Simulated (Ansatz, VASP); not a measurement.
Two plane-wave programs on BaZrO3

```
CELL_PARAMETERS angstrom
4.19134 0.00000 0.00000
0.00000 4.19134 0.00000
0.00000 0.00000 4.19134
ATOMIC_POSITIONS crystal
Ba 0.00000 0.00000 0.00000
Zr 0.50000 0.50000 0.50000
O 0.00000 0.50000 0.50000
O 0.50000 0.00000 0.50000
O 0.50000 0.50000 0.00000
```

Alike in both runs: task single point; functional PBE; k mesh 6 × 6 × 6; occupations gaussian, width 0.02 eV; no spin polarisation.

|  | VASP | Ansatz |
| --- | --- | --- |
| version | VASP 6.6.1 | Ansatz 0.2.0 |
| potentials or method | VASP PAW PBE potentials, release 64 (Ba_sv, Zr_sv, O_h), cutoff 910 eV | scalar-relativistic, plane waves, PAW |
| valence electrons in the cell | 40 | 40 |

VASP gave:

- gap on the k mesh at the Fermi level (eV): 3.19
- least direct gap on the mesh (eV): 3.42

Q: What did Ansatz give for the same quantities?

A: gap on the k mesh at the Fermi level (eV): 3.24; least direct gap on the mesh (eV): 3.44.

Spin-orbit coupling is off throughout. Noted on VASP's run: the cutoff is short for stress, so the pressure is rough.
